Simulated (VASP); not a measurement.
Crystal: TaN.

```xyz
6
Lattice="3.0816 0.0000 0.0000 -1.5408 2.6687 0.0000 0.0000 0.0000 7.5483" Properties=species:S:1:pos:R:3 pbc="T T T"
Ta    0.0000    0.0000    0.0000
Ta    0.0000    1.7791    2.5161
Ta    1.5408    0.8896    5.0322
N     1.5408    0.8896    1.2580
N     0.0000    0.0000    3.7741
N     0.0000    1.7791    6.2902
```

| Property | Result |
| --- | --- |
| Program | VASP 6.6.1 |
| Task | relaxation of cell and atoms |
| Functional | PBE |
| Potentials or basis | VASP PAW PBE potentials, release 64 (Ta_pv, N) |
| Cutoff | 600 eV |
| k mesh | 6 × 6 × 4 |
| Occupations | gaussian, width 0.1 eV |
| Spin | no spin polarisation |

At the start: pressure 15.5 GPa; volume 10.35 Å³/atom.

Task: Where does the relaxation end?

Result: Over 4 steps the energy falls by 21.1 meV/atom and the volume is 10.80 Å³/atom (+4.4 %); space group Fm-3m (No. 225, to 0.05 Å).

The path:
| step | energy change (eV) | largest force (eV/Å) | pressure (GPa) | volume (Å³) |
| --- | --- | --- | --- | --- |
| 1 | 0.0000 | 0.0000 | 15.51 | 62.08 |
| 2 | 0.4749 | 0.0000 | -26.15 | 71.51 |
| 3 | -0.1262 | 0.0000 | -0.53 | 64.89 |
| 4 | -0.1264 | 0.0000 | -0.08 | 64.79 |

Final structure:
```yaml
crystal:
  lattice:
    - [3.12434, 0.00000, 0.00000]
    - [-1.56217, 2.70576, 0.00000]
    - [0.00000, 0.00000, 7.66433]
  atoms:
    - { symbol: Ta, position: [0.00000, 0.00000, 0.00000] }
    - { symbol: Ta, position: [0.33333, 0.66667, 0.33333] }
    - { symbol: Ta, position: [0.66667, 0.33333, 0.66667] }
    - { symbol: N, position: [0.66667, 0.33333, 0.16667] }
    - { symbol: N, position: [0.00000, 0.00000, 0.50000] }
    - { symbol: N, position: [0.33333, 0.66667, 0.83333] }
```

Caveat: the k points lie up to 0.39 Å⁻¹ apart in the final cell.
